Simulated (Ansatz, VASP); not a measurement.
# One calculation of Y2MoH2, two programs

```
H Y Mo
1.0
     1.87434    3.24644    0.00000
    -1.87434    3.24644    0.00000
     0.00000    0.00000    6.14999
H Y Mo
2 2 1
Direct
  0.33330 0.33340 0.60700
  0.66670 0.66660 0.39300
  0.33330 0.33340 0.22650
  0.66670 0.66660 0.77350
  0.00000 0.00000 0.00000
```

Alike in both runs: task single point; functional r2SCAN; k mesh 6 × 6 × 3; no spin polarisation.

|  | VASP | Ansatz |
| --- | --- | --- |
| version | VASP 6.6.1 | Ansatz 0.2.0 |
| potentials or method | VASP PAW PBE potentials, release 64 (H, Y_sv, Mo_sv), cutoff 520 eV | PAW plane waves |
| occupations | fermi-dirac, width 0.1 eV | fermi-dirac |
| valence electrons in the cell | 38 | 38 |

```csv
,VASP,Ansatz,Ansatz less VASP
gap on the k mesh at the Fermi level (eV),none,none,-
pressure (GPa),20.8,20.3,-0.44
"traceless stress, the component that is largest in VASP (GPa)",9.30,9.37,+0.068
rms of the force components (eV/Å),2.015,1.985,-0.0304
```

VASP's potentials were made for PBE, not for r2SCAN. Atom by atom the forces differ by 0.030 eV/Å (rms over components). A gap of «none» marks a metal or a gap that the smearing closes. Ansatz's warnings: stress scf threshold loose, structure snapped to symmetry.
